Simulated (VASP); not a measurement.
A run of VASP 6.6.1 is set up as follows.

INCAR

```
SYSTEM = SmNbS3
  PREC = Accurate
  ENCUT = 500
  EDIFF = 1E-6
  ISMEAR = 0
  SIGMA = 0.1
  LREAL = .FALSE.
  LASPH = .TRUE.
  NELM = 200
  ALGO = Normal
  ISIF = 2
  LWAVE = .FALSE.
  LCHARG = .TRUE.
  ISPIN = 2
  MAGMOM = 0.05 0.31 0.03 0.03 0.03
  LORBIT = 11
  LMAXMIX = 6
  GGA = PE
  LELF = .TRUE.
  LVHAR = .TRUE.
  NBANDS = 33
  GGA_COMPAT = .FALSE.
```

Contents of KPOINTS:

```
regular mesh
0
G
  4 4 4
  0 0 0
```

File POSCAR:

```
SmNbS3
1.0
    4.6881812300      0.0000000000      0.0000000000
    0.0000000000      4.6881812300      0.0000000000
    0.0000000000      0.0000000000      4.6881812300
Sm Nb S
1 1 3
Direct
    0.0000000000      0.0000000000      0.0000000000
    0.5000000000      0.5000000000      0.5000000000
    0.0000000000      0.5000000000      0.5000000000
    0.5000000000      0.0000000000      0.5000000000
    0.5000000000      0.5000000000      0.0000000000
```

Potentials or basis: VASP PAW PBE potentials, release 64 (Sm_3, Nb_sv, S), 4f in core.

Command:

```sh
$ cat potpaw_PBE.64/Sm_3/POTCAR potpaw_PBE.64/Nb_sv/POTCAR potpaw_PBE.64/S/POTCAR > POTCAR
$ mpirun -np 1 vasp_std > vasp.out
```

Task: Estimate the net moment.

Result: 0.71 μB per cell.

Task: Predict the site moments.

Result: Sm +0.05; Nb +0.37; S +0.02 μB.

Task: What does it give for the pressure?

Result: 6.0 GPa.

Caveat: the magnetic or orbital state may not be the lowest; the cell stands under pressure.
